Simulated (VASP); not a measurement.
Write the native input for VASP 6.6.1 that does the following.

```yaml
Task: single point
Functional: PBE
Potentials_or_basis: VASP PAW PBE potentials, release 64 (Si, Mo_sv)
Cutoff: 520 eV
k_mesh: 8 × 8 × 8
Occupations: gaussian, width 0.1 eV
Spin: no spin polarisation
Dipole_correction: no
Further_INCAR_settings: ALGO = Normal; EDIFF = 1e-06; NBANDS = 18
```

The structure of Si2Mo lies in POSCAR:

```
Si2Mo
1.0
   -1.6000000000      1.6000000000      3.9305000000
    1.6000000000     -1.6000000000      3.9305000000
    1.6000000000      1.6000000000     -3.9305000000
Si Mo
2 1
Direct
    0.3330000000      0.3330000000      0.0000000000
    0.6670000000      0.6670000000      0.0000000000
    0.0000000000      0.0000000000      0.0000000000
```

The input as run:

INCAR

```
PREC = Accurate ; ENCUT = 520
EDIFF = 1E-6 ; ISMEAR = 0
SIGMA = 0.1 ; LREAL = False
LASPH = True ; NELM = 80
ALGO = Normal ; ISIF = 2
LWAVE = False ; LCHARG = True
GGA = PE ; LELF = True
LVHAR = True ; NBANDS = 18
```

KPOINTS

```
regular mesh
0
Gamma
  8 8 8
```

Potentials or basis: VASP PAW PBE potentials, release 64 (Si, Mo_sv).

Run with:

```bash
$ cat potpaw_PBE.64/Si/POTCAR potpaw_PBE.64/Mo_sv/POTCAR > POTCAR
$ mpirun -np 1 vasp_std > vasp.out
```

It gave:

* Pressure: 2.4 GPa
* Largest force: 0.313 eV/Å
* Band gap on the k mesh: zero (band 11 reaches 12.78 eV, above the bottom of band 12 at 11.74 eV)

Wall time 48 s on 1 thread of Intel(R) Xeon(R) Platinum 8488C (Sapphire Rapids) (shared host), peak memory 0.21 GiB.
